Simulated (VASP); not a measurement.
# HfSn2Se6 (P-3m1) in VASP: single point with PBE

Aim: the single point of HfSn2Se6 with PBE.

Program: VASP 6.6.1. These are calculated values, not measurements. Logs are shortened: lines on timing, memory, paths and dates and some standing lists are left out, and cuts for length are marked.

### 1 The cell of the first run

The structure is trigonal, space group P-3m1 (No. 164). The conventional cell has a = 3.838 Å, b = 3.838 Å, c = 21.152 Å, α = 90.00°, β = 90.00°, γ = 120.00°. Within 3.6 Å of Hf (site symmetry -3m) lie 6 Se at 2.70 Å. Sn (site symmetry 3m) has 6 Se at 2.74 Å within 3.6 Å. Se (site symmetry 3m) has 3 Hf at 2.70 Å within 3.6 Å. Within 3.6 Å of Se (site symmetry 3m) lie 3 Sn at 2.74 Å. Se (site symmetry 3m) has 3 Sn at 2.74 Å within 3.6 Å.

### 2 Single point, PBE

Input file INCAR:

```
SYSTEM = HfSn2Se6
  PREC = Accurate
  ENCUT = 520
  EDIFF = 1E-6
  ISMEAR = 0
  SIGMA = 0.1
  LREAL = .FALSE.
  LASPH = .TRUE.
  NELM = 60
  ALGO = Normal
  ISIF = 2
  LWAVE = .FALSE.
  LCHARG = .FALSE.
  GGA = PE
  NBANDS = 47
```

Input file KPOINTS:

```
Automatic mesh
0
G
  6 6 1
  0 0 0
```

Input file POSCAR:

```
HfSn2Se6
1.0
    3.8375999000      0.0000000000      0.0000000000
   -1.9187999000      3.3234590000      0.0000000000
    0.0000000000      0.0000000000     21.1522325000
Hf Sn Se
1 2 6
Direct
    0.0000000000      0.0000000000      0.0000000000
    0.0000000000      0.0000000000      0.3328270000
    0.0000000000      0.0000000000      0.6671730000
    0.3333333000      0.6666667000      0.0731740000
    0.3333333000      0.6666667000      0.4087390000
    0.3333333000      0.6666667000      0.7430820000
    0.6666667000      0.3333333000      0.2569180000
    0.6666667000      0.3333333000      0.5912610000
    0.6666667000      0.3333333000      0.9268260000
```

Potentials or basis: VASP PAW PBE potentials, release 64 (Hf_pv, Sn_d, Se).

Command:

```bash
> cat potpaw_PBE.64/Hf_pv/POTCAR potpaw_PBE.64/Sn_d/POTCAR potpaw_PBE.64/Se/POTCAR > POTCAR
> mpirun -np 1 vasp_std > vasp.out
```

OUTCAR:

```text
SYSTEM = HfSn2Se6
   PREC = Accurate
   ENCUT = 520
   EDIFF = 1E-6
   ISMEAR = 0
   LREAL = .FALSE.
   LASPH = .TRUE.
   NELM = 60
   ISIF = 2
   GGA = PE

 ion  position               nearest neighbor table
   1  0.000  0.000  0.000-   4 2.70   9 2.70   4 2.70   9 2.70   9 2.70   4 2.70
   2  0.000  0.000  0.333-   7 2.74   7 2.74   7 2.74   5 2.74   5 2.74   5 2.74
   3  0.000  0.000  0.667-   6 2.74   6 2.74   6 2.74   8 2.74   8 2.74   8 2.74
   4  0.333  0.667  0.073-   1 2.70   1 2.70   1 2.70
   5  0.333  0.667  0.409-   2 2.74   2 2.74   2 2.74
   6  0.333  0.667  0.743-   3 2.74   3 2.74   3 2.74
   7  0.667  0.333  0.257-   2 2.74   2 2.74   2 2.74
   8  0.667  0.333  0.591-   3 2.74   3 2.74   3 2.74
   9  0.667  0.333  0.927-   1 2.70   1 2.70   1 2.70

  LATTYP: Found a hexagonal cell.
 ALAT       =     3.8375999000
 C/A-ratio  =     5.5118389231

  Lattice vectors:

 A1 = (   3.8375999000,   0.0000000000,   0.0000000000)
 A2 = (  -1.9187999000,   3.3234590000,   0.0000000000)
 A3 = (   0.0000000000,   0.0000000000,  21.1522325000)

Analysis of symmetry for initial positions (statically):
=====================================================================
 Subroutine PRICEL returns:
 Original cell was already a primitive cell.

 Routine SETGRP: Setting up the symmetry group for a
 hexagonal supercell.

 Subroutine GETGRP returns: Found 12 space group operations
 (whereof 12 operations were pure point group operations)
 out of a pool of 24 trial point group operations.

The static configuration has the point symmetry D_3d.

Analysis of symmetry for dynamics (positions and initial velocities):
=====================================================================
 Subroutine PRICEL returns:
 Original cell was already a primitive cell.

 Routine SETGRP: Setting up the symmetry group for a
 hexagonal supercell.

 Subroutine GETGRP returns: Found 12 space group operations
 (whereof 12 operations were pure point group operations)
 out of a pool of 24 trial point group operations.

The dynamic configuration has the point symmetry D_3d.

 Subroutine INISYM returns: Found 12 space group operations
 (whereof 12 operations are pure point group operations),
 and found     1 'primitive' translations

----------------------------------------------------------------------------------------

                                     Primitive cell

[... 92 lines left out ...]
   ISIF   =      2    stress and relaxation
   ISYM   =      2    0-nonsym 1-usesym 2-fastsym
   POTIM  = 0.5000    time-step for ionic-motion
   TEBEG  =    0.0;   TEEND  =   0.0 temperature during run
   PSTRESS=    0.0 pullay stress
   NELECT =      74.0000    total number of electrons
   NUPDOWN=      -1.0000    fix difference up-down
   EMIN   =  10.00;   EMAX   =-10.00  energy-range for DOS
   EFERMI =   0.00;   METHOD = LEGACY
   ISMEAR =     0;   SIGMA  =   0.10  broadening in eV -4-tet -1-fermi 0-gaus
   EFERMI_NEDOS =   21; number of points for ismear=-14 and -15
   IALGO  =     38    algorithm
   IMIX   =      4    mixing-type and parameters
     AMIX     =   0.40;   BMIX     =  1.00
     AMIX_MAG =   1.60;   BMIX_MAG =  1.00
  volume/ion in A,a.u.               =      29.98       202.28
  Fermi-wavevector in a.u.,A,eV,Ry     =   1.063694  2.010090 15.394239  1.131445
  Thomas-Fermi vector in A             =   2.199187
   LORBIT       =      0    0 simple, 1 ext, 2 COOP (PROOUT), +10 PAW based schemes
   GGA     = PE    functional components
   LHFCALC =     F    Hartree Fock is set to
   AEXX    =    0.0000 exact exchange contribution
   IVDW    =     0    specifies the selected vdW correction
   LEPSILON=     F    determine dielectric tensor
   LRPA    =     F    only Hartree local field effects (RPA)
 non-spin polarized calculation
 Gauss-broadening in eV      SIGMA  =   0.10
  energy-cutoff  :      520.00
  volume of cell :      269.78
 maximum number of plane-waves:      7312
 NGX is ok and might be reduce to    30
   NGX = 15   NGY = 15   NGZ = 79

 number of electron      73.9999997 magnetization

 Free energy of the ion-electron system (eV)
  ---------------------------------------------------
  ext. energy  EPLUGINS =         0.00000000
  ---------------------------------------------------
  free energy    TOTEN  =       -44.66239945 eV

  energy without entropy =      -44.66237367  energy(sigma->0) =      -44.66238656

 E-fermi :   2.6917     XC(G=0):  -8.5983

 val. band max:        2.4569681829   @ k =   0.0000   0.0000   0.0000
 cond. band min:       2.9343632967   @ k =   0.5000   0.0000   0.0000
 fundamental gap:      0.4773951138
 Fermi energy:         2.6916840283

 k-point     1 :       0.0000    0.0000    0.0000
  band No.  band energies     occupation
      1     -28.8451      2.00000
      2     -28.7765      2.00000
      3     -28.7765      2.00000
      4     -18.9315      2.00000
      5     -18.9315      2.00000
      6     -18.9315      2.00000
[... 339 lines left out ...]
     46       7.5031      0.00000
     47       7.6864      0.00000

------------------------ aborting loop because EDIFF is reached ----------------------------------------

  FORCE on cell =-STRESS in cart. coord.  units (eV):
  Direction    XX          YY          ZZ          XY          YZ          ZX
  --------------------------------------------------------------------------------------
  -------------------------------------------------------------------------------------
  Total        0.0809830      0.0809830     -0.1731938      0.0000000      0.0000000      0.0000000
  in kB        0.4809479      0.4809479     -1.0285770      0.0000000      0.0000000      0.0000000
  external PRESSURE =      -0.0222270 kB  Pullay stress =       0.0000000 kB

 VOLUME and BASIS-vectors are now :
 -----------------------------------------------------------------------------
  energy-cutoff  :      520.00
  volume of cell :      269.78
      direct lattice vectors                 reciprocal lattice vectors
     3.837599900  0.000000000  0.000000000     0.260579536  0.150445661  0.000000000
    -1.918799900  3.323459000  0.000000000     0.000000000  0.300891330  0.000000000
     0.000000000  0.000000000 21.152232500     0.000000000  0.000000000  0.047276334

 POSITION                                       TOTAL-FORCE (eV/Angst)
 -----------------------------------------------------------------------------------
      0.00000      0.00000      0.00000        -0.000000      0.000000      0.000000
      0.00000      0.00000      7.04003        -0.000000      0.000000      0.000978
      0.00000      0.00000     14.11220        -0.000000     -0.000000     -0.000978
     -0.00000      2.21564      1.54779        -0.000000     -0.000000     -0.059679
     -0.00000      2.21564      8.64574        -0.000000      0.000000      0.001312
     -0.00000      2.21564     15.71784         0.000000     -0.000000      0.002937
      1.91880      1.10782      5.43439        -0.000000      0.000000     -0.002937
      1.91880      1.10782     12.50649        -0.000000      0.000000     -0.001312
      1.91880      1.10782     19.60444         0.000000      0.000000      0.059679
 -----------------------------------------------------------------------------------
    total drift:                               -0.000000      0.000000      0.000000

  FREE ENERGIE OF THE ION-ELECTRON SYSTEM (eV)
  ---------------------------------------------------
  free  energy   TOTEN  =       -44.6623994476 eV

  energy  without entropy=      -44.6623736704  energy(sigma->0) =      -44.66238656
```

Run time: 2.2 min. Hardware: 1 thread of Intel Xeon 6975P-C, shared host; peak memory 0.41 GiB.

Results:

| Item | Value |
| --- | --- |
| Free energy | -44.6624 eV |
| Pressure | 0.0 GPa |
| Largest force | 0.060 eV/Å |
| Band gap on the k mesh | 0.48 eV, indirect (least direct gap 1.03 eV) |

Forces in eV/Å, atoms in the order of the input:
```
Hf   0.000  0.000  0.000
Sn   0.000  0.000  0.001
Sn   0.000  0.000 -0.001
Se   0.000  0.000 -0.060
Se   0.000  0.000  0.001
Se   0.000  0.000  0.003
Se   0.000  0.000 -0.003
Se   0.000  0.000 -0.001
Se   0.000  0.000  0.060
```

Stress tensor (GPa, compression positive):
```
 0.05  0.00  0.00
 0.00  0.05  0.00
 0.00  0.00 -0.10
```

Caveat: spin-orbit coupling is left out, which moves the levels of the heavy elements; this functional lacks dispersion, which binds the layers, so the pressure and a relaxed spacing across them are unreliable.
